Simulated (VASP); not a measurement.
Crystal: NaF (Villiaumite).

```xyz
2
Lattice="0.0000 2.3497 2.3497 2.3497 0.0000 2.3497 2.3497 2.3497 0.0000" Properties=species:S:1:pos:R:3 pbc="T T T"
Na    0.0000    0.0000    0.0000
F     2.3497    2.3497    2.3497
```

| Quantity | Value |
| --- | --- |
| Program | VASP 6.6.1 |
| Task | relaxation of cell and atoms |
| Functional | PBE |
| Dispersion | D3(BJ) |
| Potentials or basis | VASP PAW PBE potentials, release 64 (Na_pv, F) |
| Cutoff | 600 eV |
| k mesh | 8 × 8 × 8 |
| Occupations | gaussian, width 0.02 eV |
| Spin | no spin polarisation |

At the start: pressure -2.3 GPa; volume 12.97 Å³/atom.

**Question.** Where does the relaxation end?

**Answer.** Over 4 steps the energy falls by 4.8 meV/atom and the volume is 12.34 Å³/atom (-4.9 %); space group Fm-3m (No. 225, to 0.05 Å).

The path:
| step | energy change (eV) | largest force (eV/Å) | pressure (GPa) | volume (Å³) |
| --- | --- | --- | --- | --- |
| 1 | 0.0000 | 0.0000 | -2.30 | 25.95 |
| 2 | -0.0075 | 0.0000 | -1.05 | 25.25 |
| 3 | -0.0094 | 0.0000 | -0.33 | 24.85 |
| 4 | -0.0097 | 0.0000 | 0.00 | 24.68 |

Final structure:
```yaml
crystal:
  lattice:
    - [0.00000, 2.31069, 2.31069]
    - [2.31069, 0.00000, 2.31069]
    - [2.31069, 2.31069, 0.00000]
  atoms:
    - { symbol: Na, position: [0.00000, 0.00000, 0.00000] }
    - { symbol: F, position: [0.50000, 0.50000, 0.50000] }
```
